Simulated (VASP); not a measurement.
Wanted: the native input for a VASP 6.6.1 run.

* Task: single point
* Functional: PBE
* Potentials or basis: VASP PAW PBE potentials, release 64 (Mg, O)
* Cutoff: 520 eV
* k mesh: 10 × 10 × 10
* Occupations: gaussian, width 0.05 eV
* Spin: no spin polarisation
* Dipole correction: no
* Further INCAR settings: ALGO = Normal; EDIFF = 1e-07; NBANDS = 11

The structure of MgO lies in POSCAR:

```
MgO
1.0
    0.2668681446      2.2683792293      2.2683792293
    2.2683792293      0.2668681446      2.2683792293
    2.2683792293      2.2683792293      0.2668681446
Mg O
1 1
Direct
    0.0000000000      0.0000000000      0.0000000000
    0.5000000000      0.5000000000      0.5000000000
```

This cell differs from its parent crystal: ratio of the length along [111] to the lengths across it x 1.2, volume and fractional coordinates fixed.

These files were run (other wordings do the same):

INCAR

```
SYSTEM = MgO
PREC = Accurate
ENCUT = 520
EDIFF = 1E-7
ISMEAR = 0
SIGMA = 0.05
LREAL = .FALSE.
LASPH = .TRUE.
NELM = 60
ALGO = Normal
ISIF = 2
LWAVE = .FALSE.
LCHARG = .TRUE.
GGA = PE
LELF = .TRUE.
LVHAR = .TRUE.
NBANDS = 11
```

KPOINTS

```
Automatic mesh
0
G
  10 10 10
  0 0 0
```

Potentials or basis: VASP PAW PBE potentials, release 64 (Mg, O).

Launch:

```bash
$ cat potpaw_PBE.64/Mg/POTCAR potpaw_PBE.64/O/POTCAR > POTCAR
$ mpirun -np 1 vasp_std > vasp.out
```

Results of the run:

```json
{
 "Pressure": "0.1 GPa",
 "Band gap on the k mesh": "3.11 eV, direct"
}
```

It took 16 s on 1 thread of AMD EPYC 9R14 (Zen 4), with other jobs on the host, peak memory 0.13 GiB.
